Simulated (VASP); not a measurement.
Here is a VASP 6.6.1 calculation.

INCAR

```
ALGO     = Normal         # electronic algorithm
EDIFF    = 1E-6           # SCF threshold, eV
EDIFFG   = -0.04          # ionic threshold
ENCUT    = 600            # plane-wave cutoff, eV
GGA      = PE             # functional
IBRION   = 2              # ionic algorithm
ISIF     = 3              # what is computed and relaxed
ISMEAR   = 0              # smearing method
LASPH    = T              # aspherical terms in the spheres
LCHARG   = F              # write CHGCAR
LREAL    = F              # projectors in reciprocal space
LWAVE    = F              # write WAVECAR
NELM     = 60             # most SCF steps
NSW      = 90             # ionic steps
PREC     = Accurate       # precision mode
SIGMA    = 0.1            # smearing width, eV
```

Contents of KPOINTS:

```
k-points
0
Gamma
  4 4 4
```

File POSCAR:

```
BaMg3H3
1.0
    4.7800026200      0.0000000000      0.0000000000
    0.0000000000      4.7800026200      0.0000000000
    0.0000000000      0.0000000000      5.7246768200
Ba Mg H
1 3 3
Direct
    0.0000000000      0.0000000000      0.4261544800
    0.5000000000      0.0000000000      0.0270343200
    0.0000000000      0.5000000000      0.0270343200
    0.5000000000      0.5000000000      0.3811027500
    0.5000000000      0.5000000000      0.8039672200
    0.5000000000      0.0000000000      0.4589806300
    0.0000000000      0.5000000000      0.4589806300
```

Potentials or basis: VASP PAW PBE potentials, release 64 (Ba_sv, Mg, H).

Launch:

```sh
$ cat potpaw_PBE.64/Ba_sv/POTCAR potpaw_PBE.64/Mg/POTCAR potpaw_PBE.64/H/POTCAR > POTCAR
$ mpirun -np 1 vasp_std > vasp.out
```

Task: Predict the relaxed cell.

Result: a = 4.817 Å, b = 4.817 Å, c = 5.696 Å, α = 90.00°, β = 90.00°, γ = 90.00°.

Task: What does it give for the space group after relaxing (to 0.05 Å)?

Result: P4mm (No. 99).

Task: What does it give for the relaxed volume?

Result: 18.88 Å³/atom.

Forces in eV/Å, atoms in the order of the input:
```
Ba   0.000  0.000 -0.017
Mg   0.000  0.000 -0.025
Mg   0.000  0.000 -0.025
Mg   0.000  0.000  0.015
H    0.000  0.000  0.006
H    0.000  0.000  0.022
H    0.000  0.000  0.022
```
